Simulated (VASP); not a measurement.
Here is a VASP 6.6.1 calculation.

File INCAR:

```
  PREC = Accurate
  ENCUT = 600
  EDIFF = 1E-6
  ISMEAR = 0
  SIGMA = 0.1
  LREAL = False
  LASPH = True
  NELM = 80
  ALGO = Normal
  ISIF = 3
  LWAVE = False
  LCHARG = False
  GGA = PE
  IBRION = 2
  NSW = 100
  EDIFFG = -0.01
```

File KPOINTS:

```
regular mesh
0
Gamma
  24 24 10
```

The input POSCAR:

```
B3C
1.0
    2.5705910612      0.0000000000      0.0000000000
   -1.2852955306      2.2261971617      0.0000000000
    0.0000000000      0.0000000000      4.6419177074
B C
3 1
Direct
    0.0000000000      0.0000000000      0.0000000000
    0.6666666667      0.3333333333      0.6844254056
    0.6666666667      0.3333333333      0.3155745944
    0.0000000000      0.0000000000      0.5000000000
```

Potentials or basis: VASP PAW PBE potentials, release 64 (B, C).

Launch:

```bash
$ cat potpaw_PBE.64/B/POTCAR potpaw_PBE.64/C/POTCAR > POTCAR
$ mpirun -np 1 vasp_std > vasp.out
```

(1) Estimate the band gap on the k mesh.

(2) Predict the relaxed volume.

Answers

(1) zero (an odd number of electrons rules out a gap without spin polarisation).

(2) 6.73 Å³/atom.
